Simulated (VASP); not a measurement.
# Al2Cu (C2/c) in VASP: single point with PBE

Aim: the single point of Al2Cu with PBE.

All numbers are computed with VASP 6.6.1; they aren't measurements. Logs are shortened: lines on timing, memory, paths and dates and some standing lists are left out, and cuts for length are marked.

### Step 1. The cell of the first run

Symmetry: C2/c, No. 15, monoclinic system. The conventional cell has a = 7.606 Å, b = 6.052 Å, c = 4.884 Å, α = 90.00°, β = 127.33°, γ = 90.00°. Al (site symmetry 1) has 4 Cu at 2.54 to 2.63 Å and 11 Al at 2.72 to 3.22 Å within 3.4 Å. Cu (site symmetry 2) has 2 Cu at 2.44 Å and 8 Al at 2.54 to 2.63 Å within 3.2 Å.

### Step 2. Single point, PBE (strain +0.0450 x Voigt [0, 0, 0, 0, 1, 0])

Input file INCAR:

```
SYSTEM = Al2Cu
ALGO = Fast ; EDIFF = 1E-7
ENCUT = 520 ; GGA = PE
ISIF = 2 ; ISMEAR = 0
LASPH = .True. ; LCHARG = .False.
LREAL = .False. ; LWAVE = .False.
NBANDS = 26 ; NELM = 60
PREC = Accurate ; SIGMA = 0.15
```

Input file KPOINTS:

```
k-points
0
Gamma
  12 12 12
  0 0 0
```

Input file POSCAR:

```
Al2Cu
1.0
   -2.9712524810      3.0261888737      2.3735282055
    3.0811252664     -3.0261888737      2.5097067049
    2.9712524810      3.0261888737     -2.3735282055
Al Cu
4 2
Direct
    0.1587211841      0.6587211841      0.8174423682
    0.6587211841      0.8412788159      0.5000000000
    0.8412788159      0.3412788159      0.1825576318
    0.3412788159      0.1587211841      0.5000000000
    0.7500000000      0.7500000000      0.0000000000
    0.2500000000      0.2500000000      0.0000000000
```

Potentials or basis: VASP PAW PBE potentials, release 64 (Al, Cu).

On the command line:

```console
cat potpaw_PBE.64/Al/POTCAR potpaw_PBE.64/Cu/POTCAR > POTCAR
mpirun -np 1 vasp_std > vasp.out
```

OUTCAR:

```text
SYSTEM = Al2Cu
   EDIFF = 1E-7
   ENCUT = 520
   GGA = PE
   ISIF = 2
   ISMEAR = 0
   LASPH = .True.
   LREAL = .False.
   NELM = 60
   PREC = Accurate

 ion  position               nearest neighbor table
   1  0.159  0.659  0.817-   5 2.54   5 2.56   6 2.61   6 2.63   3 2.72   3 2.86   3 2.94   2 3.04
                             4 3.11   4 3.11   2 3.17   2 3.22   2 3.22   4 3.22   4 3.22
   2  0.659  0.841  0.500-   5 2.54   5 2.56   6 2.61   6 2.63   4 2.72   4 2.86   4 2.94   1 3.04
                             3 3.11   3 3.11   1 3.17   1 3.22   1 3.22   3 3.22   3 3.22
   3  0.841  0.341  0.183-   6 2.54   6 2.56   5 2.61   5 2.63   1 2.72   1 2.86   1 2.94   4 3.04
                             2 3.11   2 3.11   4 3.17   4 3.22   4 3.22   2 3.22   2 3.22
   4  0.341  0.159  0.500-   6 2.54   6 2.56   5 2.61   5 2.63   2 2.72   2 2.86   2 2.94   3 3.04
                             1 3.11   1 3.11   3 3.17   3 3.22   3 3.22   1 3.22   1 3.22
   5  0.750  0.750  0.000-   6 2.44   6 2.44   2 2.54   1 2.54   2 2.56   1 2.56   4 2.61   3 2.61
                             4 2.63   3 2.63
   6  0.250  0.250  0.000-   5 2.44   5 2.44   4 2.54   3 2.54   4 2.56   3 2.56   2 2.61   1 2.61
                             2 2.63   1 2.63

  LATTYP: Found a base centered monoclinic cell.
 ALAT       =     7.6057813400
 B/A-ratio  =     0.7957601562
 C/A-ratio  =     0.6422050023
 COS(beta)  =    -0.6064048560

  Lattice vectors:

 A1 = (   2.9712524810,  -3.0261888737,  -2.3735282055)
 A2 = (   2.9712524810,   3.0261888737,  -2.3735282055)
 A3 = (   0.1098727854,   0.0000000000,   4.8832349104)

Analysis of symmetry for initial positions (statically):
=====================================================================
 Subroutine PRICEL returns:
 Original cell was already a primitive cell.

 Routine SETGRP: Setting up the symmetry group for a
 base centered monoclinic supercell.

 Subroutine GETGRP returns: Found  4 space group operations
 (whereof  2 operations were pure point group operations)
 out of a pool of  4 trial point group operations.

The static configuration has the point symmetry S_2 .
 The point group associated with its full space group is C_2h.

Analysis of symmetry for dynamics (positions and initial velocities):
=====================================================================
 Subroutine PRICEL returns:
 Original cell was already a primitive cell.

 Routine SETGRP: Setting up the symmetry group for a
 base centered monoclinic supercell.

 Subroutine GETGRP returns: Found  4 space group operations
 (whereof  2 operations were pure point group operations)
 out of a pool of  4 trial point group operations.

The dynamic configuration has the point symmetry S_2 .
 The point group associated with its full space group is C_2h.

 Subroutine INISYM returns: Found  4 space group operations
 (whereof  2 operations are pure point group operations),
 and found     1 'primitive' translations

----------------------------------------------------------------------------------------

                                     Primitive cell

  volume of cell :      89.3943

  direct lattice vectors                    reciprocal lattice vectors
    -2.971252481  3.026188874  2.373528205    -0.004609935  0.165224320  0.204886008
     3.081125266 -3.026188874  2.509706705     0.160698072  0.000000000  0.201166578
     2.971252481  3.026188874 -2.373528205     0.165308008  0.165224320 -0.003719430

  length of vectors
     4.860020221  4.994975451  4.860020221     0.263246280  0.257472062  0.233751251

  position of ions in fractional coordinates (direct lattice)
     0.158721184  0.658721184  0.817442368
     0.658721184  0.841278816  0.500000000
     0.841278816  0.341278816  0.182557632
     0.341278816  0.158721184  0.500000000
     0.750000000  0.750000000  0.000000000
     0.250000000  0.250000000  0.000000000

  ion indices of the primitive-cell ions
   primitive index   ion index
                 1           1
                 2           2
                 3           3
                 4           4
                 5           5
                 6           6

----------------------------------------------------------------------------------------

 KPOINTS: k-points

Automatic generation of k-mesh.
 Grid dimensions read from file:
 generate k-points for:   12   12   12

 Generating k-lattice:

  Cartesian coordinates                     Fractional coordinates (reciprocal lattice)
    -0.000384161  0.013768693  0.017073834     0.083333333  0.000000000  0.000000000
     0.013391506  0.000000000  0.016763881     0.000000000  0.083333333  0.000000000
     0.013775667  0.013768693 -0.000309953    -0.000000000  0.000000000  0.083333333

  Length of vectors
     0.021937190  0.021456005  0.019479271

  Shift w.r.t. Gamma in fractional coordinates (k-lattice)
     0.000000000  0.000000000  0.000000000

 Subroutine IBZKPT returns following result:
 ===========================================

 Found    476 irreducible k-points:

 Following reciprocal coordinates:
            Coordinates               Weight
  0.000000  0.000000  0.000000      1.000000
  0.083333  0.000000 -0.000000      4.000000
  0.166667  0.000000  0.000000      4.000000
  0.250000  0.000000  0.000000      4.000000
  0.333333 -0.000000  0.000000      4.000000
  0.416667  0.000000 -0.000000      4.000000
[... 16 lines left out ...]
  0.250000  0.166667  0.000000      4.000000
  0.333333  0.166667  0.000000      4.000000
 [... further k-points ...]
   k-points           NKPTS =    476   k-points in BZ     NKDIM =    476   number of bands    NBANDS=     26
   number of dos      NEDOS =    301   number of ions     NIONS =      6
   total plane-waves  NPLWV =  51840
   dimension x,y,z NGX =    36 NGY =   40 NGZ =   36
   dimension x,y,z NGXF=    72 NGYF=   80 NGZF=   72
   ions per type =               4   2
   NGX,Y,Z   is equivalent  to a cutoff of  12.31, 13.31, 12.31 a.u.
   NGXF,Y,Z  is equivalent  to a cutoff of  24.63, 26.63, 24.63 a.u.
 SYSTEM =  Al2Cu
   PREC   = accura    normal or accurate (medium, high low for compatibility)
   ISTART =      0    job   : 0-new  1-cont  2-samecut
   ICHARG =      2    charge: 1-file 2-atom 10-const
   ISPIN  =      1    spin polarized calculation?
   LNONCOLLINEAR =      F non collinear calculations
   LSORBIT =      F    spin-orbit coupling
   LASPH  =      T    aspherical Exc in radial PAW
   ENCUT  =  520.0 eV  38.22 Ry    6.18 a.u.   9.04  9.29  9.04*2*pi/ulx,y,z
   NELM   =     60;   NELMIN=  2; NELMDL= -5     # of ELM steps
   EDIFF  = 0.1E-06   stopping-criterion for ELM
   LREAL  =      F    real-space projection
   EDIFFG = 0.1E-05   stopping-criterion for IOM
   NSW    =      0    number of steps for IOM
   IBRION =     -1    ionic relax: 0-MD 1-quasi-New 2-CG
   NFREE  =      0    steps in history (QN), initial steepest desc. (CG)
   ISIF   =      2    stress and relaxation
   ISYM   =      2    0-nonsym 1-usesym 2-fastsym
   POTIM  = 0.5000    time-step for ionic-motion
   TEBEG  =    0.0;   TEEND  =   0.0 temperature during run
   PSTRESS=    0.0 pullay stress
   NELECT =      34.0000    total number of electrons
   NUPDOWN=      -1.0000    fix difference up-down
   EMIN   =  10.00;   EMAX   =-10.00  energy-range for DOS
   EFERMI =   0.00;   METHOD = LEGACY
   ISMEAR =     0;   SIGMA  =   0.15  broadening in eV -4-tet -1-fermi 0-gaus
   EFERMI_NEDOS =   21; number of points for ismear=-14 and -15
   IALGO  =     68    algorithm
   IMIX   =      4    mixing-type and parameters
     AMIX     =   0.40;   BMIX     =  1.00
     AMIX_MAG =   1.60;   BMIX_MAG =  1.00
  volume/ion in A,a.u.               =      14.90       100.54
  Fermi-wavevector in a.u.,A,eV,Ry     =   1.186127  2.241455 19.142002  1.406897
  Thomas-Fermi vector in A             =   2.322306
   LORBIT       =      0    0 simple, 1 ext, 2 COOP (PROOUT), +10 PAW based schemes
   GGA     = PE    functional components
   LHFCALC =     F    Hartree Fock is set to
   AEXX    =    0.0000 exact exchange contribution
   IVDW    =     0    specifies the selected vdW correction
   LEPSILON=     F    determine dielectric tensor
   LRPA    =     F    only Hartree local field effects (RPA)
 non-spin polarized calculation
 RMM-DIIS sequential band-by-band and
 Gauss-broadening in eV      SIGMA  =   0.15
  energy-cutoff  :      520.00
  volume of cell :       89.39
 maximum number of plane-waves:      2430
   NGX = 19   NGY = 19   NGZ = 19

 number of electron      33.9999989 magnetization

 Free energy of the ion-electron system (eV)
  ---------------------------------------------------
  ext. energy  EPLUGINS =         0.00000000
  ---------------------------------------------------
  free energy    TOTEN  =       -23.36409164 eV

  energy without entropy =      -23.33959354  energy(sigma->0) =      -23.35184259

 E-fermi :   7.9696     XC(G=0): -10.8571

 val. band max:        7.9689985509   @ k =   0.4167   0.4167   0.0000
 cond. band min:       7.9705165701   @ k =   0.5000  -0.4167   0.0833
 fundamental gap:      0.0015180192
 Fermi energy:         7.9695680781

 k-point     1 :       0.0000    0.0000    0.0000
  band No.  band energies     occupation
      1      -2.7725      2.00000
      2       2.6693      2.00000
      3       2.8738      2.00000
      4       2.8787      2.00000
      5       2.9170      2.00000
      6       3.7857      2.00000
[... 18 lines left out ...]
     25      13.2668      0.00000
     26      13.8225      0.00000

 k-point     2 :       0.0833    0.0000   -0.0000
  band No.  band energies     occupation
      1      -2.6999      2.00000
      2       2.6614      2.00000
      3       2.8616      2.00000
      4       2.8699      2.00000
      5       2.9322      2.00000
      6       3.7735      2.00000
[... 18 lines left out ...]
     25      13.3411      0.00000
     26      14.0613      0.00000

 k-point     3 :       0.1667    0.0000    0.0000
  band No.  band energies     occupation
      1      -2.4828      2.00000
      2       2.6416      2.00000
      3       2.7589      2.00000
      4       2.8553      2.00000
      5       2.9740      2.00000
      6       3.7238      2.00000
[... 572 lines left out ...]
 k-point    23 :       0.2500    0.1667    0.0000
  band No.  band energies     occupation
      1      -1.3518      2.00000
      2       1.5277      2.00000
      3       1.8644      2.00000
      4       2.6798      2.00000
      5       3.4423      2.00000
      6       3.5341      2.00000
[... 18 lines left out ...]
     25      14.2447      0.00000
     26      14.5588      0.00000

 k-point    24 :       0.3333    0.1667    0.0000
  band No.  band energies     occupation
      1      -0.6993      2.00000
      2       0.6402      2.00000
      3       1.6010      2.00000
      4       2.7074      2.00000
      5       3.3831      2.00000
      6       3.5975      2.00000
[... 18 lines left out ...]
     25      13.9584      0.00000
     26      15.0252      0.00000

 [... further k-points ...]
[... 5 lines left out ...]
  --------------------------------------------------------------------------------------
  -------------------------------------------------------------------------------------
  Total        0.2793571      0.3166671      0.0293215      0.0000000      0.0000000     -1.0281384
  in kB        5.0068039      5.6754948      0.5255174      0.0000000      0.0000000    -18.4269049
  external PRESSURE =       3.7359387 kB  Pullay stress =       0.0000000 kB

 VOLUME and BASIS-vectors are now :
 -----------------------------------------------------------------------------
  energy-cutoff  :      520.00
  volume of cell :       89.39
      direct lattice vectors                 reciprocal lattice vectors
    -2.971252481  3.026188874  2.373528205    -0.004609935  0.165224320  0.204886008
     3.081125266 -3.026188874  2.509706705     0.160698072  0.000000000  0.201166578
     2.971252481  3.026188874 -2.373528205     0.165308008  0.165224320 -0.003719430

 POSITION                                       TOTAL-FORCE (eV/Angst)
 -----------------------------------------------------------------------------------
      3.98683      0.96064      0.08970        -0.029052     -0.011430      0.121039
      2.12048      0.96064      2.48809         0.029052     -0.011430     -0.121039
     -0.90570      2.06555      2.42000         0.029052      0.011430     -0.121039
      0.96064      2.06555      0.02161        -0.029052      0.011430      0.121039
      0.08240      0.00000      3.66243         0.000000      0.012127      0.000000
      0.02747      0.00000      1.22081         0.000000     -0.012127      0.000000
 -----------------------------------------------------------------------------------
    total drift:                                0.000000      0.000000      0.000000

  FREE ENERGIE OF THE ION-ELECTRON SYSTEM (eV)
  ---------------------------------------------------
  free  energy   TOTEN  =       -23.3640916351 eV

  energy  without entropy=      -23.3395935408  energy(sigma->0) =      -23.35184259
```

It took 20 min on 1 thread of AMD EPYC 7R13 (Zen 3), shared host; peak memory 0.89 GiB.

Results:

```yaml
Free_energy: -23.3641 eV
Pressure: 0.4 GPa
Largest_force: 0.125 eV/Å
Band_gap_on_the_k_mesh: zero (bands 17 and 18 overlap by 3.91 eV)
```

Forces in eV/Å, atoms in the order of the input:
```
Al  -0.029 -0.011  0.121
Al   0.029 -0.011 -0.121
Al   0.029  0.011 -0.121
Al  -0.029  0.011  0.121
Cu   0.000  0.012  0.000
Cu   0.000 -0.012  0.000
```

Levels at points of the mesh, in eV from the Fermi level:
```csv
k point,band 14,band 15,band 16,band 17,band 18,band 19,band 20,band 21
"(0.00, 0.00, 0.00)",-1.95,-1.56,-1.19,-1.10,-0.79,-0.26,0.02,1.22
"(0.50, 0.00, 0.00)",-3.08,-2.59,-2.54,0.21,0.25,3.88,4.03,4.34
"(0.00, 0.50, 0.00)",-3.04,-2.53,-2.53,0.51,0.51,3.74,3.74,4.08
"(0.50, 0.50, 0.00)",-2.61,-1.42,-1.27,-1.05,-0.61,0.79,1.26,4.43
"(0.50, 0.00, 0.50)",-3.10,-2.65,-2.65,-0.02,-0.02,4.10,4.10,4.37
"(0.50, 0.50, 0.50)",-3.22,-3.22,-1.83,2.32,2.79,3.21,3.23,4.18
```

Caveat: the cell differs from its parent crystal (strain +0.0450 x Voigt [0, 0, 0, 0, 1, 0]).
